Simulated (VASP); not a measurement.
# Rh (Fm-3m) in VASP: further runs

Runs on Rh. Level: PBEsol. Tasks: single point, relaxation of cell and atoms.

Everything below comes from runs of VASP 6.6.1. Logs are shortened: lines on timing, memory, paths and dates and some standing lists are left out, and cuts for length are marked.

## (1) The cell of the first run

The structure is cubic, space group Fm-3m (No. 225). Conventional cell: a = 3.782 Å, b = 3.782 Å, c = 3.782 Å, α = 90.00°, β = 90.00°, γ = 90.00°. Rh (site symmetry m-3m) has 12 Rh at 2.67 Å within 3.5 Å.

## (2) Single point, PBEsol

Input file INCAR:

```
ALGO = Normal
EDIFF = 1E-6
ENCUT = 520
GGA = PS
ISIF = 2
ISMEAR = -1
LASPH = T
LCHARG = F
LREAL = F
LWAVE = F
NBANDS = 38
NELM = 80
PREC = Accurate
SIGMA = 0.1
```

Input file KPOINTS:

```
k-points
0
Gamma
  7 7 7
```

Input file POSCAR:

```
Rh
1.0
    3.7817862598      0.0000000000      0.0000000000
    0.0000000000      3.7817862598      0.0000000000
    0.0000000000      0.0000000000      3.7817862598
Rh
4
Direct
    0.0000000000      0.0000000000      0.0000000000
    0.0000000000      0.5000000000      0.5000000000
    0.5000000000      0.0000000000      0.5000000000
    0.5000000000      0.5000000000      0.0000000000
```

Potentials or basis: VASP PAW PBE potentials, release 64 (Rh_pv).

The run is started by

```bash
$ cat potpaw_PBE.64/Rh_pv/POTCAR > POTCAR
$ mpirun -np 1 vasp_std > vasp.out
```

OUTCAR:

```text
EDIFF = 1E-6
   ENCUT = 520
   GGA = PS
   ISIF = 2
   ISMEAR = -1
   LASPH = T
   LREAL = F
   NELM = 80
   PREC = Accurate

 ion  position               nearest neighbor table
   1  0.000  0.000  0.000-   2 2.67   3 2.67   4 2.67   2 2.67   3 2.67   2 2.67   4 2.67   2 2.67
                             3 2.67   4 2.67   3 2.67   4 2.67
   2  0.000  0.500  0.500-   1 2.67   3 2.67   4 2.67   1 2.67   4 2.67   1 2.67   3 2.67   1 2.67
                             3 2.67   4 2.67   4 2.67   3 2.67
   3  0.500  0.000  0.500-   1 2.67   2 2.67   4 2.67   1 2.67   4 2.67   2 2.67   4 2.67   4 2.67
                             1 2.67   2 2.67   1 2.67   2 2.67
   4  0.500  0.500  0.000-   1 2.67   2 2.67   3 2.67   2 2.67   3 2.67   1 2.67   3 2.67   3 2.67
                             1 2.67   2 2.67   2 2.67   1 2.67

  LATTYP: Found a simple cubic cell.
 ALAT       =     3.7817862598

  Lattice vectors:

 A1 = (   3.7817862598,   0.0000000000,   0.0000000000)
 A2 = (   0.0000000000,   3.7817862598,   0.0000000000)
 A3 = (   0.0000000000,   0.0000000000,   3.7817862598)

Analysis of symmetry for initial positions (statically):
=====================================================================
 Subroutine PRICEL returns following result:

  LATTYP: Found a face centered cubic cell.
 ALAT       =     3.7817862598

  Lattice vectors:

 A1 = (   1.8908931299,  -1.8908931299,   0.0000000000)
 A2 = (   1.8908931299,   0.0000000000,   1.8908931299)
 A3 = (   0.0000000000,  -1.8908931299,   1.8908931299)

   4 primitive cells build up your supercell.

 Routine SETGRP: Setting up the symmetry group for a
 simple cubic supercell.

 Subroutine GETGRP returns: Found 48 space group operations
 (whereof 48 operations were pure point group operations)
 out of a pool of 48 trial point group operations.

The static configuration has the point symmetry O_h .

Analysis of symmetry for dynamics (positions and initial velocities):
=====================================================================
 Subroutine PRICEL returns following result:

  LATTYP: Found a face centered cubic cell.
 ALAT       =     3.7817862598

  Lattice vectors:

 A1 = (   1.8908931299,  -1.8908931299,   0.0000000000)
 A2 = (   1.8908931299,   0.0000000000,   1.8908931299)
 A3 = (   0.0000000000,  -1.8908931299,   1.8908931299)

   4 primitive cells build up your supercell.

 Routine SETGRP: Setting up the symmetry group for a
 simple cubic supercell.

 Subroutine GETGRP returns: Found 48 space group operations
 (whereof 48 operations were pure point group operations)
 out of a pool of 48 trial point group operations.

The dynamic configuration has the point symmetry O_h .

 Subroutine INISYM returns: Found 48 space group operations
 (whereof 48 operations are pure point group operations),
 and found     4 'primitive' translations

----------------------------------------------------------------------------------------

                                     Primitive cell

  volume of cell :      13.5217

  direct lattice vectors                    reciprocal lattice vectors
     1.890893130 -1.890893130  0.000000000     0.264425309 -0.264425309 -0.264425309
     1.890893130  0.000000000  1.890893130     0.264425309  0.264425309  0.264425309
     0.000000000 -1.890893130  1.890893130    -0.264425309 -0.264425309  0.264425309

  length of vectors
     2.674126709  2.674126709  2.674126709     0.457998070  0.457998070  0.457998070

  position of ions in fractional coordinates (direct lattice)
     0.000000000  0.000000000  0.000000000

  ion indices of the primitive-cell ions
   primitive index   ion index
                 1           1

----------------------------------------------------------------------------------------

 KPOINTS: k-points

Automatic generation of k-mesh.
 Grid dimensions read from file:
 generate k-points for:    7    7    7

 Generating k-lattice:

  Cartesian coordinates                     Fractional coordinates (reciprocal lattice)
     0.037775044  0.000000000  0.000000000     0.142857143  0.000000000  0.000000000
     0.000000000  0.037775044  0.000000000     0.000000000  0.142857143  0.000000000
     0.000000000  0.000000000  0.037775044     0.000000000  0.000000000  0.142857143

  Length of vectors
     0.037775044  0.037775044  0.037775044

  Shift w.r.t. Gamma in fractional coordinates (k-lattice)
     0.000000000  0.000000000  0.000000000

 Subroutine IBZKPT returns following result:
 ===========================================

 Found     20 irreducible k-points:

 Following reciprocal coordinates:
            Coordinates               Weight
  0.000000  0.000000  0.000000      1.000000
  0.142857  0.000000  0.000000      6.000000
  0.285714  0.000000  0.000000      6.000000
  0.428571  0.000000  0.000000      6.000000
  0.142857  0.142857  0.000000     12.000000
  0.285714  0.142857  0.000000     24.000000
[... 12 lines left out ...]
  0.428571  0.428571  0.285714     24.000000
  0.428571  0.428571  0.428571      8.000000
   k-points           NKPTS =     20   k-points in BZ     NKDIM =     20   number of bands    NBANDS=     38
   number of dos      NEDOS =    301   number of ions     NIONS =      4
   total plane-waves  NPLWV =  21952
   dimension x,y,z NGX =    28 NGY =   28 NGZ =   28
   dimension x,y,z NGXF=    56 NGYF=   56 NGZF=   56
   ions per type =               4
   NGX,Y,Z   is equivalent  to a cutoff of  12.31, 12.31, 12.31 a.u.
   NGXF,Y,Z  is equivalent  to a cutoff of  24.62, 24.62, 24.62 a.u.
 SYSTEM =  unknown system
   PREC   = accura    normal or accurate (medium, high low for compatibility)
   ISTART =      0    job   : 0-new  1-cont  2-samecut
   ICHARG =      2    charge: 1-file 2-atom 10-const
   ISPIN  =      1    spin polarized calculation?
   LNONCOLLINEAR =      F non collinear calculations
   LSORBIT =      F    spin-orbit coupling
   LASPH  =      T    aspherical Exc in radial PAW
   ENCUT  =  520.0 eV  38.22 Ry    6.18 a.u.   7.03  7.03  7.03*2*pi/ulx,y,z
   NELM   =     80;   NELMIN=  2; NELMDL= -5     # of ELM steps
   EDIFF  = 0.1E-05   stopping-criterion for ELM
   LREAL  =      F    real-space projection
   EDIFFG = 0.1E-04   stopping-criterion for IOM
   NSW    =      0    number of steps for IOM
   IBRION =     -1    ionic relax: 0-MD 1-quasi-New 2-CG
   NFREE  =      0    steps in history (QN), initial steepest desc. (CG)
   ISIF   =      2    stress and relaxation
   ISYM   =      2    0-nonsym 1-usesym 2-fastsym
   POTIM  = 0.5000    time-step for ionic-motion
   TEBEG  =    0.0;   TEEND  =   0.0 temperature during run
   PSTRESS=    0.0 pullay stress
   NELECT =      60.0000    total number of electrons
   NUPDOWN=      -1.0000    fix difference up-down
   EMIN   =  10.00;   EMAX   =-10.00  energy-range for DOS
   EFERMI =   0.00;   METHOD = LEGACY
   ISMEAR =    -1;   SIGMA  =   0.10  broadening in eV -4-tet -1-fermi 0-gaus
   EFERMI_NEDOS =   21; number of points for ismear=-14 and -15
   IALGO  =     38    algorithm
   IMIX   =      4    mixing-type and parameters
     AMIX     =   0.40;   BMIX     =  1.00
     AMIX_MAG =   1.60;   BMIX_MAG =  1.00
  volume/ion in A,a.u.               =      13.52        91.25
  Fermi-wavevector in a.u.,A,eV,Ry     =   1.694708  3.202534 39.076421  2.872036
  Thomas-Fermi vector in A             =   2.775884
   LORBIT       =      0    0 simple, 1 ext, 2 COOP (PROOUT), +10 PAW based schemes
   GGA     = PS    functional components
   LHFCALC =     F    Hartree Fock is set to
   AEXX    =    0.0000 exact exchange contribution
   IVDW    =     0    specifies the selected vdW correction
   LEPSILON=     F    determine dielectric tensor
   LRPA    =     F    only Hartree local field effects (RPA)
 non-spin polarized calculation
  energy-cutoff  :      520.00
  volume of cell :       54.09
 maximum number of plane-waves:      1469
   NGX = 15   NGY = 15   NGZ = 15

 number of electron      60.0000051 magnetization

 Free energy of the ion-electron system (eV)
  ---------------------------------------------------
  ext. energy  EPLUGINS =         0.00000000
  ---------------------------------------------------
  free energy    TOTEN  =       -32.61907152 eV

  energy without entropy =      -32.44302054  energy(sigma->0) =      -32.53104603

 E-fermi :  12.0471     XC(G=0): -14.3253

 val. band max:       12.0408660288   @ k =   0.4286   0.2857   0.2857
 cond. band min:      12.0982192617   @ k =   0.2857   0.1429   0.0000
 fundamental gap:      0.0573532329
 Fermi energy:        12.0471412828

 k-point     1 :       0.0000    0.0000    0.0000
  band No.  band energies     occupation
      1     -35.0290      2.00000
      2     -35.0290      2.00000
      3     -35.0290      2.00000
      4     -34.5807      2.00000
      5     -34.5807      2.00000
      6     -34.5807      2.00000
[... 30 lines left out ...]
     37      24.5050      0.00000
     38      24.5050      0.00000

 k-point     2 :       0.1429    0.0000    0.0000
  band No.  band energies     occupation
      1     -35.0073      2.00000
      2     -35.0073      2.00000
      3     -34.9951      2.00000
      4     -34.6035      2.00000
      5     -34.6035      2.00000
      6     -34.5823      2.00000
[... 30 lines left out ...]
     37      24.2529      0.00000
     38      24.2529      0.00000

 k-point     3 :       0.2857    0.0000    0.0000
  band No.  band energies     occupation
      1     -34.9463      2.00000
      2     -34.9463      2.00000
      3     -34.8989      2.00000
      4     -34.6669      2.00000
      5     -34.6669      2.00000
      6     -34.5858      2.00000
[... 30 lines left out ...]
     37      23.7539      0.00000
     38      23.7540      0.00000

 k-point     4 :       0.4286    0.0000    0.0000
  band No.  band energies     occupation
      1     -34.8574      2.00000
      2     -34.8574      2.00000
      3     -34.7577      2.00000
      4     -34.7577      2.00000
      5     -34.7564      2.00000
      6     -34.5933      2.00000
[... 30 lines left out ...]
     37      22.6774      0.00000
     38      22.6774      0.00000
[... 539 lines left out ...]
      4     -34.8811      2.00000
      5     -34.5633      2.00000
      6     -34.5633      2.00000
[... 30 lines left out ...]
     37      20.7466      0.00000
     38      20.7466      0.00000

 k-point    19 :       0.4286    0.4286    0.2857
  band No.  band energies     occupation
      1     -35.0218      2.00000
      2     -35.0055      2.00000
      3     -35.0055      2.00000
      4     -34.9653      2.00000
      5     -34.5097      2.00000
      6     -34.4759      2.00000
[... 30 lines left out ...]
     37      20.8502      0.00000
     38      21.7818      0.00000

 k-point    20 :       0.4286    0.4286    0.4286
  band No.  band energies     occupation
      1     -35.0586      2.00000
      2     -35.0586      2.00000
      3     -35.0586      2.00000
      4     -35.0378      2.00000
      5     -34.4266      2.00000
      6     -34.4266      2.00000
[... 30 lines left out ...]
     37      20.9002      0.00000
     38      20.9002      0.00000

------------------------ aborting loop because EDIFF is reached ----------------------------------------

  FORCE on cell =-STRESS in cart. coord.  units (eV):
  Direction    XX          YY          ZZ          XY          YZ          ZX
  --------------------------------------------------------------------------------------
  -------------------------------------------------------------------------------------
  Total       -0.0250872     -0.0250872     -0.0250872      0.0000000     -0.0000000     -0.0000000
  in kB       -0.7431415     -0.7431415     -0.7431415      0.0000000     -0.0000000     -0.0000000
  external PRESSURE =      -0.7431415 kB  Pullay stress =       0.0000000 kB

 VOLUME and BASIS-vectors are now :
 -----------------------------------------------------------------------------
  energy-cutoff  :      520.00
  volume of cell :       54.09
      direct lattice vectors                 reciprocal lattice vectors
     3.781786260  0.000000000  0.000000000     0.264425309  0.000000000  0.000000000
     0.000000000  3.781786260  0.000000000     0.000000000  0.264425309  0.000000000
     0.000000000  0.000000000  3.781786260     0.000000000  0.000000000  0.264425309

 POSITION                                       TOTAL-FORCE (eV/Angst)
 -----------------------------------------------------------------------------------
      0.00000      0.00000      0.00000         0.000000     -0.000000      0.000000
      0.00000      1.89089      1.89089         0.000000      0.000000     -0.000000
      1.89089      0.00000      1.89089         0.000000      0.000000     -0.000000
      1.89089      1.89089      0.00000        -0.000000     -0.000000     -0.000000
 -----------------------------------------------------------------------------------
    total drift:                                0.000000      0.000000      0.000000

  FREE ENERGIE OF THE ION-ELECTRON SYSTEM (eV)
  ---------------------------------------------------
  free  energy   TOTEN  =       -32.6190715167 eV

  energy  without entropy=      -32.4430205352  energy(sigma->0) =      -32.53104603
```

Run time: 52 s. Hardware: 1 thread of Intel Xeon 8259CL, shared host; peak memory 0.17 GiB.

What came out:

| Item | Value |
| --- | --- |
| Free energy | -32.6191 eV |
| Pressure | -0.1 GPa |
| Band gap on the k mesh | zero (bands 30 and 31 overlap by 2.00 eV) |

Levels at points of the mesh, in eV from the Fermi level:
```
           k point  band 27  band 28  band 29  band 30  band 31  band 32  band 33  band 34
(0.00, 0.00, 0.00)     0.59     1.04     1.04     1.04     1.04     1.04     1.04     3.22
```

Caveat: the PAW data sets were made with another functional, which shifts forces and pressure a little.

## (3) Relaxation of cell and atoms, PBEsol

This run uses another cell than the first one, of 13.72 Å³/atom.

Input file INCAR:

```
PREC = Accurate
ENCUT = 600
EDIFF = 1E-6
ISMEAR = -1
SIGMA = 0.1
LREAL = F
LASPH = T
NELM = 60
ALGO = Normal
ISIF = 3
LWAVE = F
LCHARG = F
GGA = PS
IBRION = 2
NSW = 60
EDIFFG = -0.02
```

Input file KPOINTS:

```
Automatic mesh
0
Gamma
  7 7 7
```

Input file POSCAR:

```
Rh
1.0
    3.8000000000      0.0000000000      0.0000000000
    0.0000000000      3.8000000000      0.0000000000
    0.0000000000      0.0000000000      3.8000000000
Rh
4
Direct
    0.0000000000      0.0000000000      0.0000000000
    0.0000000000      0.5000000000      0.5000000000
    0.5000000000      0.0000000000      0.5000000000
    0.5000000000      0.5000000000      0.0000000000
```

Potentials or basis: VASP PAW PBE potentials, release 64 (Rh_pv).

The run is started by

```bash
$ cat potpaw_PBE.64/Rh_pv/POTCAR > POTCAR
$ mpirun -np 1 vasp_std > vasp.out
```

OUTCAR:

```text
PREC = Accurate
   ENCUT = 600
   EDIFF = 1E-6
   ISMEAR = -1
   LREAL = F
   LASPH = T
   NELM = 60
   ISIF = 3
   GGA = PS
   IBRION = 2
   NSW = 60
   EDIFFG = -0.02

 ion  position               nearest neighbor table
   1  0.000  0.000  0.000-   2 2.69   3 2.69   4 2.69   2 2.69   3 2.69   2 2.69   4 2.69   2 2.69
                             3 2.69   4 2.69   3 2.69   4 2.69
   2  0.000  0.500  0.500-   1 2.69   3 2.69   4 2.69   1 2.69   4 2.69   1 2.69   3 2.69   1 2.69
                             3 2.69   4 2.69   4 2.69   3 2.69
   3  0.500  0.000  0.500-   1 2.69   2 2.69   4 2.69   1 2.69   4 2.69   2 2.69   4 2.69   4 2.69
                             1 2.69   2 2.69   1 2.69   2 2.69
   4  0.500  0.500  0.000-   1 2.69   2 2.69   3 2.69   2 2.69   3 2.69   1 2.69   3 2.69   3 2.69
                             1 2.69   2 2.69   2 2.69   1 2.69

  LATTYP: Found a simple cubic cell.
 ALAT       =     3.8000000000

  Lattice vectors:
[... 199 lines left out ...]
  -------------------------------------------------------------------------------------
  Total       -1.4555921     -1.4555921     -1.4555921     -0.0000000      0.0000000     -0.0000000
  in kB      -42.5010330    -42.5010330    -42.5010330     -0.0000000      0.0000000     -0.0000000
  external PRESSURE =     -42.5010330 kB  Pullay stress =       0.0000000 kB
[... 63 lines left out ...]
--------------------------------------- Ionic step        3  -------------------------------------------

 number of electron      59.9999978 magnetization

 Free energy of the ion-electron system (eV)
  ---------------------------------------------------
  ext. energy  EPLUGINS =         0.00000000
  ---------------------------------------------------
  free energy    TOTEN  =       -32.62150411 eV

  energy without entropy =      -32.44555574  energy(sigma->0) =      -32.53352993

 E-fermi :  12.0531     XC(G=0): -14.3272

 val. band max:       12.0468635394   @ k =   0.4286   0.2857   0.2857
 cond. band min:      12.1042043666   @ k =   0.2857   0.1429   0.0000
 fundamental gap:      0.0573408272
 Fermi energy:        12.0530993386

 k-point     1 :       0.0000    0.0000    0.0000
  band No.  band energies     occupation
      1     -35.0246      2.00000
      2     -35.0246      2.00000
      3     -35.0246      2.00000
      4     -34.5758      2.00000
      5     -34.5758      2.00000
      6     -34.5758      2.00000
[... 800 lines left out ...]
  FREE ENERGIE OF THE ION-ELECTRON SYSTEM (eV)
  ---------------------------------------------------
  free  energy   TOTEN  =       -32.6215041146 eV

  energy  without entropy=      -32.4455557376  energy(sigma->0) =      -32.53352993

 reached required accuracy - stopping structural energy minimisation
```

It took 2.4 min on 1 thread of Intel Xeon 8259CL, shared host; peak memory 0.19 GiB.

Results:

```yaml
Free_energy: -32.6215 eV
Relaxed_volume: 13.52 Å³/atom
Relaxed_cell: a = 3.781 Å, b = 3.781 Å, c = 3.781 Å, α = 90.00°, β = 90.00°, γ = 90.00°
Space_group_after_relaxing_to_0.1_Å: Fm-3m (No. 225)
Energy_gained_by_relaxing: 2.7 meV/atom
Ionic_steps: 3
Pressure_after_relaxing: -0.1 GPa
Band_gap_on_the_k_mesh: zero (bands 30 and 31 overlap by 2.00 eV)
```

The path:
```tsv
step	energy change (eV)	largest force (eV/Å)	pressure (GPa)	volume (Å³)
1	0.0000	0.0000	-4.25	54.87
2	0.0644	0.0000	12.40	52.03
3	-0.0109	0.0000	-0.08	54.07
```

Final structure:
```xyz
4
Lattice="3.7814 0.0000 0.0000 0.0000 3.7814 0.0000 0.0000 0.0000 3.7814" Properties=species:S:1:pos:R:3 pbc="T T T"
Rh    0.0000    0.0000    0.0000
Rh    0.0000    1.8907    1.8907
Rh    1.8907    0.0000    1.8907
Rh    1.8907    1.8907    0.0000
```

Caveat: the PAW data sets were made with another functional, which shifts forces and pressure a little.
